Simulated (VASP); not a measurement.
NaF (Villiaumite): single point with LDA

The system is NaF (Villiaumite).

```
Na F
1.0
     0.00000    2.30443    2.30443
     2.30443    0.00000    2.30443
     2.30443    2.30443    0.00000
Na F
1 1
Direct
  0.00000 0.00000 0.00000
  0.50000 0.50000 0.50000
```

* Program: VASP 6.6.1
* Task: single point
* Functional: LDA
* Potentials or basis: VASP PAW LDA potentials, release 64 (Na_pv, F)
* Cutoff: 520 eV
* k mesh: 8 × 8 × 8
* Occupations: fermi-dirac, width 0.05 eV
* Spin: no spin polarisation
* Dipole correction: no
* Further INCAR settings: ALGO = Normal; EDIFF = 1e-06; NBANDS = 14

```
Pressure               : -3.7 GPa
Band gap on the k mesh : 6.04 eV, direct
```

Levels at points of the mesh, in eV from the valence-band top:
```tsv
k point	band 3	band 4	band 5	band 6	band 7	band 8	band 9	band 10	band 11	band 12
(0.00, 0.00, 0.00)	-18.71	-18.71	0.00	0.00	0.00	6.04	18.65	18.65	18.65	21.49
(0.50, 0.00, 0.00)	-18.73	-17.78	-1.70	-0.27	-0.27	10.48	12.23	19.84	19.84	22.65
(0.50, 0.50, 0.00)	-18.77	-18.50	-1.35	-0.43	-0.43	12.88	12.89	13.40	19.53	19.53
```

Run time: 11 s on 1 thread of AMD EPYC 7R13, on a shared host, peak memory 0.12 GiB.
